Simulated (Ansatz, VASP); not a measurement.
# One calculation of As3Se, two programs

```
CELL_PARAMETERS angstrom
4.29348 0.00000 0.00000
0.00000 4.29348 0.00000
0.00000 0.00000 4.29348
ATOMIC_POSITIONS crystal
As 0.50000 0.00000 0.00000
As 0.00000 0.50000 0.00000
As 0.00000 0.00000 0.50000
Se 0.50000 0.50000 0.50000
```

Change from the starting cell: species swapped into the PtRh3 type (Pm-3m, No. 221).

Alike in both runs: functional PBE; k mesh 4 × 4 × 4; occupations gaussian, width 0.2 eV; no spin polarisation.

Ansatz relaxed the structure, and its values are those at the end. VASP's run is a single point on that final structure, the one shown.

|  | VASP | Ansatz |
| --- | --- | --- |
| version | VASP 6.6.1 | Ansatz 0.2.0 |
| potentials or method | VASP PAW PBE potentials, release 64 (As, Se), cutoff 500 eV | scalar-relativistic, plane waves, PAW |
| valence electrons in the cell | 21 | 61 |

|  | VASP | Ansatz | Ansatz less VASP |
| --- | --- | --- | --- |
| gap on the k mesh at the Fermi level (eV) | none | none | - |
| pressure (GPa) | -0.4 | -0.4 | -0.02 |

A gap of «none» marks a metal or a gap that the smearing closes. With one functional, cell and mesh, what is left measures potentials, basis and numerics. VASP's potentials hold 21 valence electrons a cell and Ansatz's 61, so a difference there can come from the potentials and not from the codes.

The k mesh is coarse, so the values compare programs but aren't converged.
